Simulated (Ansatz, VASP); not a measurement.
**One calculation of K4Br3, two programs**

File INCAR:

```
PREC = Accurate ; ENCUT = 600
EDIFF = 1E-6 ; ISMEAR = 0
SIGMA = 0.1 ; LREAL = F
LASPH = T ; NELM = 80
ALGO = Normal ; ISIF = 3
LWAVE = F ; LCHARG = F
GGA = PE ; IBRION = 2
NSW = 90 ; EDIFFG = -0.04
```

The input KPOINTS:

```
Automatic mesh
0
Gamma
  4 4 2
```

File POSCAR:

```
K4Br3
1.0
    4.2527070600     -4.7399930700      0.0000000000
    4.2527070600      4.7399930700      0.0000000000
    0.0000000000      0.0000000000      7.5218727100
K Br
4 3
Direct
    0.6746192300      0.6746192300      0.7584429900
    0.3253807700      0.3253807700      0.7584429900
    0.6746192300      0.6746192300      0.2415570100
    0.3253807700      0.3253807700      0.2415570100
    0.0000000000      0.5000000000      0.5000000000
    0.5000000000      0.0000000000      0.5000000000
    0.5000000000      0.5000000000      0.0000000000
```

Input for Ansatz:

```yaml
crystal:
  lattice:
    - [4.25270706, -4.73999307, 0.0]
    - [4.25270706, 4.73999307, 0.0]
    - [0.0, 0.0, 7.52187271]
  atoms:
    - { symbol: K, position: [0.67461923, 0.67461923, 0.75844299] }
    - { symbol: K, position: [0.32538077, 0.32538077, 0.75844299] }
    - { symbol: K, position: [0.67461923, 0.67461923, 0.24155701] }
    - { symbol: K, position: [0.32538077, 0.32538077, 0.24155701] }
    - { symbol: Br, position: [0.0, 0.5, 0.5] }
    - { symbol: Br, position: [0.5, 0.0, 0.5] }
    - { symbol: Br, position: [0.5, 0.5, 0.0] }
basis:
  ecutwfc: 420
kpoints:
  mp_grid: { grid: [4, 4, 2] }
hamiltonian:
  xc: pbe
scf:
  occupations: { method: gaussian, width: 0.1 }
  lower_state_search: "off"
output:
  forces: true
  stress: true
  eigenvalues: true
relax:
  adjacent_minimum: "off"
  f_tol: 0.04
  max_steps: 70
  cell: { stress_tol: 0.4 }
```

Alike in both runs: task relaxation of cell and atoms; functional PBE; k mesh 4 × 4 × 2; occupations gaussian, width 0.1 eV; no spin polarisation.

```csv
,VASP,Ansatz
version,VASP 6.6.1,Ansatz 0.2.0
potentials or method,"VASP PAW PBE potentials, release 64 (K_sv, Br), cutoff 600 eV","scalar-relativistic, plane waves, PAW"
valence electrons in the cell,57,57
```

```csv
,VASP,Ansatz,Ansatz less VASP
"gap on the k mesh at the Fermi level, each at its own relaxed structure (eV)",none,none,-
relaxed volume (Å³/atom),57.69,56.37,-1.322
relaxed length of the cell vector where the two differ most in proportion (Å),8.932,8.764,-0.1675
```

A gap of «none» marks a metal or a gap that the smearing closes.

The k mesh is coarse, so the values compare programs but aren't converged. Noted on VASP's run: the volume moved by over 15 % at a fixed basis, so the end points are rough.
